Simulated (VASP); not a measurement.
Cr: single point with PBE

The system is Cr.

```
Cr
1.0
     2.01527    0.00000    0.00000
    -1.00764    1.74528    0.00000
     0.00000    0.00000    1.81770
Cr
1
Cartesian
  0.0000 0.0000 0.0000
```

This isn't the form of Cr at room conditions, which is bcc.

```json
{
  "Program": "VASP 6.6.1",
  "Task": "single point",
  "Functional": "PBE",
  "Potentials or basis": "VASP PAW PBE potentials, release 64 (Cr_pv)",
  "Cutoff": "520 eV",
  "k mesh": "18 × 18 × 16",
  "Occupations": "fermi-dirac, width 0.08 eV",
  "Spin": "collinear spin, ferromagnetic start",
  "Starting moments": "[2.0] μB",
  "Dipole correction": "no",
  "Further INCAR settings": "ALGO = Normal; EDIFF = 1e-06; NBANDS = 16"
}
```

- Pressure: 536.6 GPa
- Band gap on the k mesh: zero (filled and empty bands overlap)
- Net moment: 0.00 μB per cell

Stress tensor (GPa, compression positive):
```
521.12   0.00   0.00
  0.00 521.12   0.00
  0.00   0.00 567.64
```

Levels at points of the mesh, in eV from the Fermi level:
Spin up:
```
           k point  band 4  band 5  band 6  band 7  band 8  band 9
(0.00, 0.00, 0.00)   -8.46   -7.04   -1.99   -1.99    6.10    6.10
(0.50, 0.00, 0.00)   -8.67   -4.14    1.85    3.46    5.24    5.92
(0.00, 0.00, 0.50)   -3.37   -0.26   -0.26    0.42    0.42    1.49
(0.50, 0.00, 0.50)  -10.81   -5.30   -1.70    6.53    8.11    8.76
```
Spin down:
| k point | band 3 | band 4 | band 5 | band 6 | band 7 | band 8 | band 9 | band 10 |
| --- | --- | --- | --- | --- | --- | --- | --- | --- |
| (0.00, 0.00, 0.00) | -40.45 | -8.46 | -7.04 | -1.99 | -1.99 | 6.10 | 6.10 | 8.33 |
| (0.50, 0.00, 0.00) | -39.86 | -8.67 | -4.14 | 1.85 | 3.46 | 5.24 | 5.92 | 8.31 |
| (0.00, 0.00, 0.50) | -40.59 | -3.37 | -0.26 | -0.26 | 0.42 | 0.42 | 1.49 | 8.13 |
| (0.50, 0.00, 0.50) | -41.59 | -10.81 | -5.30 | -1.70 | 6.53 | 8.11 | 8.76 | 12.10 |

Run time: 29 s on 1 thread of AMD EPYC 9R45 96-Core Processor (Zen 5) (shared host), peak memory 0.13 GiB.

Caveat: atoms lie so close that the PAW spheres overlap strongly, which falsifies energies and pressures; the stress differs along the axes, from 521 to 568 GPa; the moments typed at the start vanished in this run.
